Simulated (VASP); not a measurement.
# GeSb4Te7 (P-3m1) in VASP: single point with LDA

Aim: the single point of GeSb4Te7 with LDA.

All numbers are computed with VASP 6.6.1; they aren't measurements. Logs are shortened: lines on timing, memory, paths and dates and some standing lists are left out, and cuts for length are marked.

### 1 The cell of the first run

Symmetry: P-3m1, No. 164, trigonal system. The conventional cell has a = 4.229 Å, b = 4.229 Å, c = 23.087 Å, α = 90.00°, β = 90.00°, γ = 120.00°. Within 3.9 Å of Ge (site symmetry -3m) lie 6 Te at 2.94 Å. Sb (site symmetry 3m) has 6 Te at 2.98 to 3.13 Å within 3.9 Å. Sb (site symmetry 3m) has 6 Te at 2.98 to 3.14 Å within 3.9 Å. Within 3.9 Å of Te (site symmetry 3m) lie 3 Sb at 2.98 Å and 3 Te at 3.55 Å. Within 3.9 Å of Te (site symmetry 3m) lie 3 Sb at 2.98 Å and 3 Te at 3.55 Å. Within 3.9 Å of Te (site symmetry 3m) lie 3 Ge at 2.94 Å and 3 Sb at 3.14 Å. Te (site symmetry -3m) has 6 Sb at 3.13 Å and 12 Te at 4.23 to 4.40 Å within 4.4 Å.

### 2 Single point, LDA

Input file INCAR:

```
ALGO = Normal
EDIFF = 1E-6
ENCUT = 500
GGA_COMPAT = F
ISIF = 2
ISMEAR = 0
LASPH = T
LCHARG = F
LREAL = F
LWAVE = F
NBANDS = 50
NELM = 120
PREC = Accurate
SIGMA = 0.03
```

Input file KPOINTS:

```
k-points
0
Gamma
  10 10 2
```

Input file POSCAR:

```
GeSb4Te7
1.0
    4.2291795509      0.0000000000      0.0000000000
   -2.1145897755      3.6625769283      0.0000000000
    0.0000000000      0.0000000000     23.0870827810
Ge Sb Te
1 4 7
Direct
    0.0000000000      0.0000000000      0.5000000000
    0.6666666667      0.3333333333      0.9154866138
    0.3333333333      0.6666666667      0.3436253142
    0.3333333333      0.6666666667      0.0845133862
    0.6666666667      0.3333333333      0.6563746858
    0.3333333333      0.6666666667      0.8415682881
    0.6666666667      0.3333333333      0.1584317119
    0.0000000000      0.0000000000      0.7300975311
    0.6666666667      0.3333333333      0.4289626353
    0.3333333333      0.6666666667      0.5710373647
    0.0000000000      0.0000000000      0.0000000000
    0.0000000000      0.0000000000      0.2699024689
```

Potentials or basis: VASP PAW LDA potentials, release 64 (Ge_d, Sb, Te).

Command:

```
$ cat potpaw_LDA.64/Ge_d/POTCAR potpaw_LDA.64/Sb/POTCAR potpaw_LDA.64/Te/POTCAR > POTCAR
$ mpirun -np 1 vasp_std > vasp.out
```

OUTCAR:

```text
EDIFF = 1E-6
   ENCUT = 500
   ISIF = 2
   ISMEAR = 0
   LASPH = T
   LREAL = F
   NELM = 120
   PREC = Accurate

 ion  position               nearest neighbor table
   1  0.000  0.000  0.500-   9 2.94  10 2.94   9 2.94  10 2.94   9 2.94  10 2.94
   2  0.667  0.333  0.915-   6 2.98   6 2.98   6 2.98  11 3.13  11 3.13  11 3.13
   3  0.333  0.667  0.344-  12 2.98  12 2.98  12 2.98   9 3.14   9 3.14   9 3.14
   4  0.333  0.667  0.085-   7 2.98   7 2.98   7 2.98  11 3.13  11 3.13  11 3.13
   5  0.667  0.333  0.656-   8 2.98   8 2.98   8 2.98  10 3.14  10 3.14  10 3.14
   6  0.333  0.667  0.842-   2 2.98   2 2.98   2 2.98   8 3.55   8 3.55   8 3.55
   7  0.667  0.333  0.158-   4 2.98   4 2.98   4 2.98  12 3.55  12 3.55  12 3.55
   8  0.000  0.000  0.730-   5 2.98   5 2.98   5 2.98   6 3.55   6 3.55   6 3.55
   9  0.667  0.333  0.429-   1 2.94   1 2.94   1 2.94   3 3.14   3 3.14   3 3.14
  10  0.333  0.667  0.571-   1 2.94   1 2.94   1 2.94   5 3.14   5 3.14   5 3.14
  11  0.000  0.000  0.000-   2 3.13   4 3.13   2 3.13   4 3.13   2 3.13   4 3.13
  12  0.000  0.000  0.270-   3 2.98   3 2.98   3 2.98   7 3.55   7 3.55   7 3.55

  LATTYP: Found a hexagonal cell.
 ALAT       =     4.2291795509
 C/A-ratio  =     5.4589980168

  Lattice vectors:

 A1 = (   4.2291795509,   0.0000000000,   0.0000000000)
 A2 = (  -2.1145897755,   3.6625769283,   0.0000000000)
 A3 = (   0.0000000000,   0.0000000000,  23.0870827810)

Analysis of symmetry for initial positions (statically):
=====================================================================
 Subroutine PRICEL returns:
 Original cell was already a primitive cell.

 Routine SETGRP: Setting up the symmetry group for a
 hexagonal supercell.

 Subroutine GETGRP returns: Found 12 space group operations
 (whereof 12 operations were pure point group operations)
 out of a pool of 24 trial point group operations.

The static configuration has the point symmetry D_3d.

Analysis of symmetry for dynamics (positions and initial velocities):
=====================================================================
 Subroutine PRICEL returns:
 Original cell was already a primitive cell.

 Routine SETGRP: Setting up the symmetry group for a
 hexagonal supercell.

 Subroutine GETGRP returns: Found 12 space group operations
 (whereof 12 operations were pure point group operations)
 out of a pool of 24 trial point group operations.

The dynamic configuration has the point symmetry D_3d.

 Subroutine INISYM returns: Found 12 space group operations
 (whereof 12 operations are pure point group operations),
 and found     1 'primitive' translations

----------------------------------------------------------------------------------------

                                     Primitive cell

  volume of cell :     357.6119

  direct lattice vectors                    reciprocal lattice vectors
     4.229179551  0.000000000  0.000000000     0.236452482  0.136515904  0.000000000
    -2.114589775  3.662576928  0.000000000     0.000000000  0.273031808  0.000000000
     0.000000000  0.000000000 23.087082781     0.000000000  0.000000000  0.043314264

  length of vectors
     4.229179551  4.229179551 23.087082781     0.273031808  0.273031808  0.043314264

  position of ions in fractional coordinates (direct lattice)
     0.000000000  0.000000000  0.500000000
     0.666666667  0.333333333  0.915486614
     0.333333333  0.666666667  0.343625314
     0.333333333  0.666666667  0.084513386
     0.666666667  0.333333333  0.656374686
     0.333333333  0.666666667  0.841568288
     0.666666667  0.333333333  0.158431712
     0.000000000  0.000000000  0.730097531
     0.666666667  0.333333333  0.428962635
     0.333333333  0.666666667  0.571037365
     0.000000000  0.000000000  0.000000000
     0.000000000  0.000000000  0.269902469

  ion indices of the primitive-cell ions
   primitive index   ion index
                 1           1
                 2           2
                 3           3
                 4           4
                 5           5
                 6           6
                 7           7
                 8           8
                 9           9
                10          10
                11          11
                12          12

----------------------------------------------------------------------------------------

 KPOINTS: k-points

Automatic generation of k-mesh.
 Grid dimensions read from file:
 generate k-points for:   10   10    2

 Generating k-lattice:

  Cartesian coordinates                     Fractional coordinates (reciprocal lattice)
     0.023645248  0.013651590  0.000000000     0.100000000  0.000000000  0.000000000
     0.000000000  0.027303181  0.000000000     0.000000000  0.100000000  0.000000000
     0.000000000  0.000000000  0.021657132     0.000000000  0.000000000  0.500000000

  Length of vectors
     0.027303181  0.027303181  0.021657132

  Shift w.r.t. Gamma in fractional coordinates (k-lattice)
     0.000000000  0.000000000  0.000000000

 Subroutine IBZKPT returns following result:
 ===========================================

 Found     28 irreducible k-points:

 Following reciprocal coordinates:
            Coordinates               Weight
  0.000000  0.000000  0.000000      1.000000
  0.100000  0.000000  0.000000      6.000000
  0.200000  0.000000  0.000000      6.000000
  0.300000  0.000000  0.000000      6.000000
  0.400000  0.000000  0.000000      6.000000
  0.500000  0.000000  0.000000      3.000000
[... 16 lines left out ...]
  0.300000  0.100000  0.500000     12.000000
  0.400000  0.100000  0.500000     12.000000
 [... further k-points ...]
   k-points           NKPTS =     28   k-points in BZ     NKDIM =     28   number of bands    NBANDS=     50
   number of dos      NEDOS =    301   number of ions     NIONS =     12
   total plane-waves  NPLWV = 172032
   dimension x,y,z NGX =    32 NGY =   32 NGZ =  168
   dimension x,y,z NGXF=    64 NGYF=   64 NGZF=  336
   ions per type =               1   4   7
   NGX,Y,Z   is equivalent  to a cutoff of  12.58, 12.58, 12.10 a.u.
   NGXF,Y,Z  is equivalent  to a cutoff of  25.16, 25.16, 24.19 a.u.
 SYSTEM =  unknown system
   PREC   = accura    normal or accurate (medium, high low for compatibility)
   ISTART =      0    job   : 0-new  1-cont  2-samecut
   ICHARG =      2    charge: 1-file 2-atom 10-const
   ISPIN  =      1    spin polarized calculation?
   LNONCOLLINEAR =      F non collinear calculations
   LSORBIT =      F    spin-orbit coupling
   LASPH  =      T    aspherical Exc in radial PAW
   ENCUT  =  500.0 eV  36.75 Ry    6.06 a.u.   7.71  7.71 42.09*2*pi/ulx,y,z
   NELM   =    120;   NELMIN=  2; NELMDL= -5     # of ELM steps
   EDIFF  = 0.1E-05   stopping-criterion for ELM
   LREAL  =      F    real-space projection
   EDIFFG = 0.1E-04   stopping-criterion for IOM
   NSW    =      0    number of steps for IOM
   IBRION =     -1    ionic relax: 0-MD 1-quasi-New 2-CG
   NFREE  =      0    steps in history (QN), initial steepest desc. (CG)
   ISIF   =      2    stress and relaxation
   ISYM   =      2    0-nonsym 1-usesym 2-fastsym
   POTIM  = 0.5000    time-step for ionic-motion
   TEBEG  =    0.0;   TEEND  =   0.0 temperature during run
   PSTRESS=    0.0 pullay stress
   NELECT =      76.0000    total number of electrons
   NUPDOWN=      -1.0000    fix difference up-down
   EMIN   =  10.00;   EMAX   =-10.00  energy-range for DOS
   EFERMI =   0.00;   METHOD = LEGACY
   ISMEAR =     0;   SIGMA  =   0.03  broadening in eV -4-tet -1-fermi 0-gaus
   EFERMI_NEDOS =   21; number of points for ismear=-14 and -15
   IALGO  =     38    algorithm
   IMIX   =      4    mixing-type and parameters
     AMIX     =   0.40;   BMIX     =  1.00
     AMIX_MAG =   1.60;   BMIX_MAG =  1.00
  volume/ion in A,a.u.               =      29.80       201.11
  Fermi-wavevector in a.u.,A,eV,Ry     =   0.976957  1.846181 12.986008  0.954445
  Thomas-Fermi vector in A             =   2.107616
   LORBIT       =      0    0 simple, 1 ext, 2 COOP (PROOUT), +10 PAW based schemes
   GGA     = CA    functional components
   LHFCALC =     F    Hartree Fock is set to
   AEXX    =    0.0000 exact exchange contribution
   IVDW    =     0    specifies the selected vdW correction
   LEPSILON=     F    determine dielectric tensor
   LRPA    =     F    only Hartree local field effects (RPA)
 non-spin polarized calculation
 Gauss-broadening in eV      SIGMA  =   0.03
  energy-cutoff  :      500.00
  volume of cell :      357.61
 maximum number of plane-waves:      9144
 NGX is ok and might be reduce to    32
   NGX = 15   NGY = 15   NGZ = 85

 number of electron      76.0000015 magnetization

 Free energy of the ion-electron system (eV)
  ---------------------------------------------------
  ext. energy  EPLUGINS =         0.00000000
  ---------------------------------------------------
  free energy    TOTEN  =       -52.43748327 eV

  energy without entropy =      -52.43723099  energy(sigma->0) =      -52.43735713

 E-fermi :   7.1407     XC(G=0):  -9.7951

 val. band max:        6.9265778990   @ k =   0.0000   0.0000   0.0000
 cond. band min:       7.1433815939   @ k =   0.0000   0.0000   0.5000
 fundamental gap:      0.2168036949
 Fermi energy:         7.1407448801

 k-point     1 :       0.0000    0.0000    0.0000
  band No.  band energies     occupation
      1     -17.9939      2.00000
      2     -17.9939      2.00000
      3     -17.9858      2.00000
      4     -17.9844      2.00000
      5     -17.9844      2.00000
      6      -6.6142      2.00000
[... 42 lines left out ...]
     49       8.5725      0.00000
     50       8.7083      0.00000

 k-point     2 :       0.1000    0.0000    0.0000
  band No.  band energies     occupation
      1     -17.9942      2.00000
      2     -17.9938      2.00000
      3     -17.9857      2.00000
      4     -17.9845      2.00000
      5     -17.9843      2.00000
      6      -6.5199      2.00000
[... 42 lines left out ...]
     49       8.8313      0.00000
     50       9.2040      0.00000

 k-point     3 :       0.2000    0.0000    0.0000
  band No.  band energies     occupation
      1     -17.9950      2.00000
      2     -17.9935      2.00000
      3     -17.9854      2.00000
      4     -17.9845      2.00000
      5     -17.9839      2.00000
      6      -6.2415      2.00000
[... 42 lines left out ...]
     49       9.2405      0.00000
     50       9.8239      0.00000

 k-point     4 :       0.3000    0.0000    0.0000
  band No.  band energies     occupation
      1     -17.9959      2.00000
      2     -17.9932      2.00000
      3     -17.9854      2.00000
      4     -17.9841      2.00000
      5     -17.9834      2.00000
      6      -5.7957      2.00000
[... 999 lines left out ...]
 k-point    23 :       0.3000    0.1000    0.5000
  band No.  band energies     occupation
      1     -17.9962      2.00000
      2     -17.9933      2.00000
      3     -17.9852      2.00000
      4     -17.9840      2.00000
      5     -17.9831      2.00000
      6      -5.4296      2.00000
[... 42 lines left out ...]
     49      10.1957      0.00000
     50      10.2246      0.00000

 k-point    24 :       0.4000    0.1000    0.5000
  band No.  band energies     occupation
      1     -17.9967      2.00000
      2     -17.9933      2.00000
      3     -17.9853      2.00000
      4     -17.9836      2.00000
      5     -17.9828      2.00000
      6      -4.8711      2.00000
[... 42 lines left out ...]
     49      10.0566      0.00000
     50      10.1629      0.00000

 [... further k-points ...]
[... 5 lines left out ...]
  --------------------------------------------------------------------------------------
  -------------------------------------------------------------------------------------
  Total       -0.0382005     -0.0382005     -0.0291083      0.0000000      0.0000000      0.0000000
  in kB       -0.1711462     -0.1711462     -0.1304112      0.0000000      0.0000000      0.0000000
  external PRESSURE =      -0.1575679 kB  Pullay stress =       0.0000000 kB

 VOLUME and BASIS-vectors are now :
 -----------------------------------------------------------------------------
  energy-cutoff  :      500.00
  volume of cell :      357.61
      direct lattice vectors                 reciprocal lattice vectors
     4.229179551  0.000000000  0.000000000     0.236452482  0.136515904  0.000000000
    -2.114589775  3.662576928  0.000000000     0.000000000  0.273031808  0.000000000
     0.000000000  0.000000000 23.087082781     0.000000000  0.000000000  0.043314264

 POSITION                                       TOTAL-FORCE (eV/Angst)
 -----------------------------------------------------------------------------------
      0.00000      0.00000     11.54354        -0.000000      0.000000      0.000000
      2.11459      1.22086     21.13592        -0.000000      0.000000      0.032817
     -0.00000      2.44172      7.93331         0.000000      0.000000      0.036170
     -0.00000      2.44172      1.95117         0.000000     -0.000000     -0.032817
      2.11459      1.22086     15.15378        -0.000000      0.000000     -0.036170
     -0.00000      2.44172     19.42936        -0.000000      0.000000     -0.044518
      2.11459      1.22086      3.65773        -0.000000     -0.000000      0.044518
      0.00000      0.00000     16.85582        -0.000000      0.000000      0.047603
      2.11459      1.22086      9.90350         0.000000      0.000000     -0.000136
     -0.00000      2.44172     13.18359        -0.000000      0.000000      0.000136
      0.00000      0.00000      0.00000        -0.000000      0.000000      0.000000
      0.00000      0.00000      6.23126        -0.000000      0.000000     -0.047603
 -----------------------------------------------------------------------------------
    total drift:                               -0.000000      0.000000      0.000000

  FREE ENERGIE OF THE ION-ELECTRON SYSTEM (eV)
  ---------------------------------------------------
  free  energy   TOTEN  =       -52.4374832710 eV

  energy  without entropy=      -52.4372309948  energy(sigma->0) =      -52.43735713
```

Run time: 9.2 min. Hardware: 1 thread of AMD EPYC 7R13 (Zen 3), shared host; peak memory 0.56 GiB.

Results:

| Quantity | Value |
| --- | --- |
| Free energy | -52.4375 eV |
| Pressure | 0.0 GPa |
| Largest force | 0.048 eV/Å |

Forces on the atoms (eV/Å):
```
Ge   0.000  0.000  0.000
Sb   0.000  0.000  0.033
Sb   0.000  0.000  0.036
Sb   0.000  0.000 -0.033
Sb   0.000  0.000 -0.036
Te   0.000  0.000 -0.045
Te   0.000  0.000  0.045
Te   0.000  0.000  0.048
Te   0.000  0.000  0.000
Te   0.000  0.000  0.000
Te   0.000  0.000  0.000
Te   0.000  0.000 -0.048
```

Caveat: spin-orbit coupling is left out, which moves the levels of the heavy elements.
